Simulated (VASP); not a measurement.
# SnO2 (Imm2) in VASP: further runs

SnO2 is run at these levels: PBE; tasks: single point.

Program: VASP 6.6.1. These are calculated values, not measurements. Logs are shortened: lines on timing, memory, paths and dates and some standing lists are left out, and cuts for length are marked.

## Step 1: The cell of the first run

It takes space group Imm2 (No. 44, orthorhombic). The conventional cell has a = 4.053 Å, b = 4.053 Å, c = 10.361 Å, α = 90.00°, β = 90.00°, γ = 90.00°. Sn (site symmetry mm2) has 6 O at 2.04 to 2.10 Å within 2.7 Å. Sn (site symmetry mm2) has 6 O at 2.09 to 2.39 Å within 2.8 Å. O (site symmetry mm2) has 3 Sn at 2.04 to 2.39 Å and 2 O at 2.78 Å within 2.8 Å. O (site symmetry mm2) has 3 Sn at 2.09 to 2.10 Å and 2 O at 2.78 Å within 2.8 Å. O (site symmetry mm2) has 3 Sn at 2.09 to 2.10 Å and 2 O at 2.58 Å within 2.8 Å. O (site symmetry mm2) has 3 Sn at 2.09 to 2.10 Å and 2 O at 2.58 Å within 2.8 Å.

## Step 2: Single point, PBE (atom 3 (O) moved by +0.000 Å along [0 1 0] and -0.293 Å along [0 0 1])

Input file INCAR:

```
SYSTEM = SnO2
ALGO = Normal
EDIFF = 1E-6
ENCUT = 520
GGA = PE
ISIF = 2
ISMEAR = 0
LASPH = .True.
LCHARG = .False.
LREAL = .False.
LWAVE = .False.
NBANDS = 35
NELM = 60
PREC = Accurate
SIGMA = 0.05
```

Input file KPOINTS:

```
k-points
0
Gamma
  10 10 10
  0 0 0
```

Input file POSCAR:

```
SnO2
1.0
   -2.0262505044      2.0262505044      5.1806864801
    2.0262505044     -2.0262505044      5.1806864801
    2.0262505044      2.0262505044     -5.1806864801
Sn O
2 4
Direct
    0.7500000000      0.2500000000      0.5000000000
    0.0000000000      0.0000000000      0.0000000000
    0.7692909844      0.7692909844      0.0000000000
    0.9524019562      0.4524019562      0.5000000000
    0.2024019562      0.2024019562      0.0000000000
    0.5475980438      0.0475980438      0.5000000000
```

Potentials or basis: VASP PAW PBE potentials, release 64 (Sn_d, O).

The run is started by

```sh
> cat potpaw_PBE.64/Sn_d/POTCAR potpaw_PBE.64/O/POTCAR > POTCAR
> mpirun -np 1 vasp_std > vasp.out
```

OUTCAR:

```text
SYSTEM = SnO2
   EDIFF = 1E-6
   ENCUT = 520
   GGA = PE
   ISIF = 2
   ISMEAR = 0
   LASPH = .True.
   LREAL = .False.
   NELM = 60
   PREC = Accurate

 ion  position               nearest neighbor table
   1  0.750  0.250  0.500-   3 2.04   3 2.04   5 2.09   5 2.09   4 2.10   6 2.10   2 3.29   2 3.29
                             2 3.29   2 3.29
   2  0.000  0.000  0.000-   6 2.09   4 2.09   6 2.09   4 2.09   5 2.10   3 2.39   1 3.29   1 3.29
                             1 3.29   1 3.29
   3  0.769  0.769  0.000-   1 2.04   1 2.04   2 2.39
   4  0.952  0.452  0.500-   2 2.09   2 2.09   1 2.10
   5  0.202  0.202  0.000-   1 2.09   1 2.09   2 2.10
   6  0.548  0.048  0.500-   2 2.09   2 2.09   1 2.10

  LATTYP: Found a body centered tetragonal cell.
 ALAT       =     4.0525010088
 C/A-ratio  =     2.5567847948

  Lattice vectors:

 A1 = (  -2.0262505044,   2.0262505044,   5.1806864801)
 A2 = (   2.0262505044,  -2.0262505044,   5.1806864801)
 A3 = (   2.0262505044,   2.0262505044,  -5.1806864801)

Analysis of symmetry for initial positions (statically):
=====================================================================
 Subroutine PRICEL returns:
 Original cell was already a primitive cell.

 Routine SETGRP: Setting up the symmetry group for a
 body centered tetragonal supercell.

 Subroutine GETGRP returns: Found  4 space group operations
 (whereof  4 operations were pure point group operations)
 out of a pool of 16 trial point group operations.

The static configuration has the point symmetry C_2v.

Analysis of symmetry for dynamics (positions and initial velocities):
=====================================================================
 Subroutine PRICEL returns:
 Original cell was already a primitive cell.

 Routine SETGRP: Setting up the symmetry group for a
 body centered tetragonal supercell.

 Subroutine GETGRP returns: Found  4 space group operations
 (whereof  4 operations were pure point group operations)
 out of a pool of 16 trial point group operations.

The dynamic configuration has the point symmetry C_2v.

 Subroutine INISYM returns: Found  4 space group operations
 (whereof  4 operations are pure point group operations),
 and found     1 'primitive' translations

----------------------------------------------------------------------------------------

                                     Primitive cell
[... 100 lines left out ...]
   LREAL  =      F    real-space projection
   EDIFFG = 0.1E-04   stopping-criterion for IOM
   NSW    =      0    number of steps for IOM
   IBRION =     -1    ionic relax: 0-MD 1-quasi-New 2-CG
   NFREE  =      0    steps in history (QN), initial steepest desc. (CG)
   ISIF   =      2    stress and relaxation
   ISYM   =      2    0-nonsym 1-usesym 2-fastsym
   POTIM  = 0.5000    time-step for ionic-motion
   TEBEG  =    0.0;   TEEND  =   0.0 temperature during run
   PSTRESS=    0.0 pullay stress
   NELECT =      52.0000    total number of electrons
   NUPDOWN=      -1.0000    fix difference up-down
   EMIN   =  10.00;   EMAX   =-10.00  energy-range for DOS
   EFERMI =   0.00;   METHOD = LEGACY
   ISMEAR =     0;   SIGMA  =   0.05  broadening in eV -4-tet -1-fermi 0-gaus
   EFERMI_NEDOS =   21; number of points for ismear=-14 and -15
   IALGO  =     38    algorithm
   IMIX   =      4    mixing-type and parameters
     AMIX     =   0.40;   BMIX     =  1.00
     AMIX_MAG =   1.60;   BMIX_MAG =  1.00
  volume/ion in A,a.u.               =      14.18        95.69
  Fermi-wavevector in a.u.,A,eV,Ry     =   1.389307  2.625409 26.261594  1.930173
  Thomas-Fermi vector in A             =   2.513350
   LORBIT       =      0    0 simple, 1 ext, 2 COOP (PROOUT), +10 PAW based schemes
   GGA     = PE    functional components
   LHFCALC =     F    Hartree Fock is set to
   AEXX    =    0.0000 exact exchange contribution
   IVDW    =     0    specifies the selected vdW correction
   LEPSILON=     F    determine dielectric tensor
   LRPA    =     F    only Hartree local field effects (RPA)
 non-spin polarized calculation
 Gauss-broadening in eV      SIGMA  =   0.05
  energy-cutoff  :      520.00
  volume of cell :       85.08
 maximum number of plane-waves:      2310
 NGX is ok and might be reduce to    48
   NGX = 21   NGY = 21   NGZ = 21

 number of electron      52.0000000 magnetization

 Free energy of the ion-electron system (eV)
  ---------------------------------------------------
  ext. energy  EPLUGINS =         0.00000000
  ---------------------------------------------------
  free energy    TOTEN  =       -36.57870506 eV

  energy without entropy =      -36.57870506  energy(sigma->0) =      -36.57870506

 E-fermi :   4.3541     XC(G=0): -10.1371

 val. band max:        4.0752756677   @ k =   0.3000   0.3000   0.2000
 cond. band min:       4.7579052288   @ k =   0.0000   0.0000   0.0000
 fundamental gap:      0.6826295611
 Fermi energy:         4.3540509178

 k-point     1 :       0.0000    0.0000    0.0000
  band No.  band energies     occupation
      1     -16.9140      2.00000
      2     -16.7792      2.00000
      3     -16.5828      2.00000
      4     -16.2665      2.00000
      5     -16.2555      2.00000
      6     -16.1605      2.00000
[... 901 lines left out ...]
     34      14.6916      0.00000
     35      15.3213      0.00000

 [... further k-points ...]

------------------------ aborting loop because EDIFF is reached ----------------------------------------

  FORCE on cell =-STRESS in cart. coord.  units (eV):
  Direction    XX          YY          ZZ          XY          YZ          ZX
  --------------------------------------------------------------------------------------
  -------------------------------------------------------------------------------------
  Total        0.7055941     -0.0667774     -1.9546999      0.0000000      0.0000000      0.0000000
  in kB       13.2871526     -1.2574951    -36.8092602      0.0000000      0.0000000      0.0000000
  external PRESSURE =      -8.2598676 kB  Pullay stress =       0.0000000 kB

 VOLUME and BASIS-vectors are now :
 -----------------------------------------------------------------------------
  energy-cutoff  :      520.00
  volume of cell :       85.08
      direct lattice vectors                 reciprocal lattice vectors
    -2.026250504  2.026250504  5.180686480     0.000000000  0.246761197  0.096512306
     2.026250504 -2.026250504  5.180686480     0.246761197  0.000000000  0.096512306
     2.026250504  2.026250504 -5.180686480     0.246761197  0.246761197  0.000000000

 POSITION                                       TOTAL-FORCE (eV/Angst)
 -----------------------------------------------------------------------------------
      0.00000      2.02625      2.59034        -0.000000     -0.000000     -0.565120
      0.00000      0.00000      0.00000        -0.000000     -0.000000     -0.193570
      0.00000      0.00000      7.97091         0.000000      0.000000      2.172699
      0.00000      2.02625      4.68751         0.000000     -0.000000     -0.566429
      0.00000      0.00000      2.09716        -0.000000     -0.000000     -0.114211
      0.00000      2.02625      0.49318         0.000000      0.000000     -0.733368
 -----------------------------------------------------------------------------------
    total drift:                                0.000001      0.000001      0.000268

  FREE ENERGIE OF THE ION-ELECTRON SYSTEM (eV)
  ---------------------------------------------------
  free  energy   TOTEN  =       -36.5787050553 eV

  energy  without entropy=      -36.5787050553  energy(sigma->0) =      -36.57870506
```

OSZICAR:

```text
N       E                     dE             d eps       ncg     rms          rms(c)
DAV:   1     0.649348281143E+03    0.64935E+03   -0.25512E+04 13052   0.221E+03
DAV:   2     0.632488547625E+02   -0.58610E+03   -0.55198E+03 13122   0.609E+02
DAV:   3    -0.374011175989E+02   -0.10065E+03   -0.98880E+02 12990   0.210E+02
DAV:   4    -0.428637306466E+02   -0.54626E+01   -0.54198E+01 15093   0.540E+01
DAV:   5    -0.430109179950E+02   -0.14719E+00   -0.14696E+00 14578   0.927E+00    0.158E+01
DAV:   6    -0.364939695977E+02    0.65169E+01   -0.19240E+01 19330   0.696E+01    0.600E+00
DAV:   7    -0.366120840869E+02   -0.11811E+00   -0.23409E+00 13234   0.855E+00    0.327E+00
DAV:   8    -0.365870382904E+02    0.25046E-01   -0.23400E-01 17999   0.445E+00    0.833E-01
DAV:   9    -0.365769905876E+02    0.10048E-01   -0.35951E-02 19128   0.273E+00    0.150E-01
DAV:  10    -0.365781480971E+02   -0.11575E-02   -0.70777E-03 14510   0.554E-01    0.115E-01
DAV:  11    -0.365786849723E+02   -0.53688E-03   -0.93278E-04 15639   0.371E-01    0.359E-02
DAV:  12    -0.365786910842E+02   -0.61120E-05   -0.12482E-04 18369   0.139E-01    0.140E-02
DAV:  13    -0.365787033708E+02   -0.12287E-04   -0.29527E-05 14665   0.410E-02    0.560E-03
DAV:  14    -0.365787048924E+02   -0.15216E-05   -0.26478E-06 12576   0.134E-02    0.210E-03
DAV:  15    -0.365787050553E+02   -0.16289E-06   -0.87722E-07  9078   0.903E-03
   1 F= -.36578705E+02 E0= -.36578705E+02  d E =-.375713E-17
```

Run time: 14 min. Hardware: 1 thread of AMD EPYC 9R45 (Zen 5), shared host; peak memory 0.56 GiB.

Results:

```yaml
Free_energy: -36.5787 eV
Pressure: -0.8 GPa
Largest_force: 2.173 eV/Å
Band_gap_on_the_k_mesh: 0.68 eV (least direct gap 1.25 eV)
```

Forces in eV/Å, atoms in the order of the input:
```
Sn   0.000  0.000 -0.565
Sn   0.000  0.000 -0.194
O    0.000  0.000  2.173
O    0.000  0.000 -0.566
O    0.000  0.000 -0.114
O    0.000  0.000 -0.733
```

Caveat: the cell differs from its parent crystal (atom 3 (O) moved by +0.000 Å along [0 1 0] and -0.293 Å along [0 0 1]); spin-orbit coupling is left out, which moves the levels of the heavy elements; forces of over 1 eV/Å act on the atoms, so gaps and moduli don't describe the material at rest.

## Step 3: Single point, PBE (atom 3 (O) moved by +0.000 Å along [0 1 0] and +0.587 Å along [0 0 1])

Input file INCAR:

```
SYSTEM = SnO2
  PREC = Accurate
  ENCUT = 520
  EDIFF = 1E-6
  ISMEAR = 0
  SIGMA = 0.05
  LREAL = .False.
  LASPH = .True.
  NELM = 80
  ALGO = Normal
  ISIF = 2
  LWAVE = .False.
  LCHARG = .True.
  GGA = PE
  LELF = .True.
  LVHAR = .True.
  NBANDS = 35
```

Input file KPOINTS:

```
regular mesh
0
Gamma
  10 10 10
  0 0 0
```

Edit POSCAR of step 2 so:

```diff
@@ -10,3 +10,3 @@
     0.0000000000      0.0000000000      0.0000000000
-    0.7692909844      0.7692909844      0.0000000000
+    0.8542218139      0.8542218139      0.0000000000
     0.9524019562      0.4524019562      0.5000000000
```

Potentials or basis: VASP PAW PBE potentials, release 64 (Sn_d, O).

The run is started by

```sh
> cat potpaw_PBE.64/Sn_d/POTCAR potpaw_PBE.64/O/POTCAR > POTCAR
> mpirun -np 1 vasp_std > vasp.out
```

OUTCAR:

```text
SYSTEM = SnO2
   PREC = Accurate
   ENCUT = 520
   EDIFF = 1E-6
   ISMEAR = 0
   LREAL = .False.
   LASPH = .True.
   NELM = 80
   ISIF = 2
   GGA = PE

 ion  position               nearest neighbor table
   1  0.750  0.250  0.500-   5 2.09   5 2.09   6 2.10   4 2.10   3 2.30   3 2.30   2 3.29   2 3.29
                             2 3.29   2 3.29
   2  0.000  0.000  0.000-   3 1.51   6 2.09   4 2.09   6 2.09   4 2.09   5 2.10   1 3.29   1 3.29
                             1 3.29   1 3.29
   3  0.854  0.854  0.000-   2 1.51   1 2.30   1 2.30
   4  0.952  0.452  0.500-   2 2.09   2 2.09   1 2.10
   5  0.202  0.202  0.000-   1 2.09   1 2.09   2 2.10
   6  0.548  0.048  0.500-   2 2.09   2 2.09   1 2.10

  LATTYP: Found a body centered tetragonal cell.
 ALAT       =     4.0525010088
 C/A-ratio  =     2.5567847948

  Lattice vectors:

 A1 = (  -2.0262505044,   2.0262505044,   5.1806864801)
 A2 = (   2.0262505044,  -2.0262505044,   5.1806864801)
 A3 = (   2.0262505044,   2.0262505044,  -5.1806864801)

Analysis of symmetry for initial positions (statically):
=====================================================================
 Subroutine PRICEL returns:
[... 185 lines left out ...]
 Fermi energy:         4.4911855289

 k-point     1 :       0.0000    0.0000    0.0000
  band No.  band energies     occupation
      1     -18.7837      2.00000
      2     -16.9067      2.00000
      3     -16.6174      2.00000
      4     -16.3729      2.00000
      5     -16.3585      2.00000
      6     -16.2647      2.00000
[... 901 lines left out ...]
     34      15.5168      0.00000
     35      16.1434      0.00000

 [... further k-points ...]

------------------------ aborting loop because EDIFF is reached ----------------------------------------

  FORCE on cell =-STRESS in cart. coord.  units (eV):
  Direction    XX          YY          ZZ          XY          YZ          ZX
  --------------------------------------------------------------------------------------
  -------------------------------------------------------------------------------------
  Total        5.6716962      2.6215976     39.8239721      0.0000000      0.0000000      0.0000000
  in kB      106.8046029     49.3677170    749.9314780      0.0000000      0.0000000      0.0000000
  external PRESSURE =     302.0345993 kB  Pullay stress =       0.0000000 kB

 VOLUME and BASIS-vectors are now :
 -----------------------------------------------------------------------------
  energy-cutoff  :      520.00
  volume of cell :       85.08
      direct lattice vectors                 reciprocal lattice vectors
    -2.026250504  2.026250504  5.180686480     0.000000000  0.246761197  0.096512306
     2.026250504 -2.026250504  5.180686480     0.246761197  0.000000000  0.096512306
     2.026250504  2.026250504 -5.180686480     0.246761197  0.246761197  0.000000000

 POSITION                                       TOTAL-FORCE (eV/Angst)
 -----------------------------------------------------------------------------------
      0.00000      2.02625      2.59034         0.000000     -0.000000      1.926358
      0.00000      0.00000      0.00000        -0.000000     -0.000000     26.148493
      0.00000      0.00000      8.85091        -0.000000     -0.000000    -31.459988
      0.00000      2.02625      4.68751         0.000000      0.000000      1.254996
      0.00000      0.00000      2.09716         0.000000      0.000000      0.550294
      0.00000      2.02625      0.49318         0.000000      0.000000      1.579847
 -----------------------------------------------------------------------------------
    total drift:                                0.000001      0.000001     -0.000507

  FREE ENERGIE OF THE ION-ELECTRON SYSTEM (eV)
  ---------------------------------------------------
  free  energy   TOTEN  =       -30.8078962052 eV

  energy  without entropy=      -30.8078962052  energy(sigma->0) =      -30.80789621
```

OSZICAR:

```text
N       E                     dE             d eps       ncg     rms          rms(c)
DAV:   1     0.664338371018E+03    0.66434E+03   -0.25618E+04 13074   0.221E+03
DAV:   2     0.689124814547E+02   -0.59543E+03   -0.55991E+03 13130   0.611E+02
DAV:   3    -0.333908381493E+02   -0.10230E+03   -0.10037E+03 12826   0.213E+02
DAV:   4    -0.390185743908E+02   -0.56277E+01   -0.55871E+01 14815   0.554E+01
DAV:   5    -0.391672984346E+02   -0.14872E+00   -0.14854E+00 14506   0.934E+00    0.189E+01
DAV:   6    -0.306968818023E+02    0.84704E+01   -0.22723E+01 18843   0.802E+01    0.728E+00
DAV:   7    -0.308756543973E+02   -0.17877E+00   -0.35407E+00 13045   0.110E+01    0.379E+00
DAV:   8    -0.308202249835E+02    0.55429E-01   -0.31263E-01 18139   0.596E+00    0.134E+00
DAV:   9    -0.308058069394E+02    0.14418E-01   -0.55721E-02 18474   0.282E+00    0.255E-01
DAV:  10    -0.308069658927E+02   -0.11590E-02   -0.15505E-02 17201   0.116E+00    0.166E-01
DAV:  11    -0.308076935020E+02   -0.72761E-03   -0.24059E-03 16157   0.515E-01    0.637E-02
DAV:  12    -0.308078650497E+02   -0.17155E-03   -0.42757E-04 14068   0.169E-01    0.253E-02
DAV:  13    -0.308078884900E+02   -0.23440E-04   -0.77500E-05 18130   0.100E-01    0.167E-02
DAV:  14    -0.308078950642E+02   -0.65742E-05   -0.17140E-05 14661   0.393E-02    0.493E-03
DAV:  15    -0.308078961817E+02   -0.11174E-05   -0.55652E-06 15111   0.196E-02    0.211E-03
DAV:  16    -0.308078962052E+02   -0.23530E-07   -0.39376E-07  9365   0.915E-03
   1 F= -.30807896E+02 E0= -.30807896E+02  d E =-.156704E-11
```

Run time: 12 min. Hardware: 1 thread of AMD EPYC 9R45 (Zen 5), shared host; peak memory 0.56 GiB.

What came out:

```yaml
Free_energy: -30.8079 eV
Pressure: 30.2 GPa
Largest_force: 31.460 eV/Å
Band_gap_on_the_k_mesh: 0.83 eV (least direct gap 1.17 eV)
```

Forces in eV/Å, atoms in the order of the input:
```
Sn    0.000   0.000   1.926
Sn    0.000   0.000  26.148
O     0.000   0.000 -31.460
O     0.000   0.000   1.255
O     0.000   0.000   0.550
O     0.000   0.000   1.580
```

Stress tensor (GPa, compression positive):
```
10.68  0.00  0.00
 0.00  4.94  0.00
 0.00  0.00 74.99
```

Caveat: the cell differs from its parent crystal (atom 3 (O) moved by +0.000 Å along [0 1 0] and +0.587 Å along [0 0 1]); the cell stands under pressure; spin-orbit coupling is left out, which moves the levels of the heavy elements; forces of over 1 eV/Å act on the atoms, so gaps and moduli don't describe the material at rest.
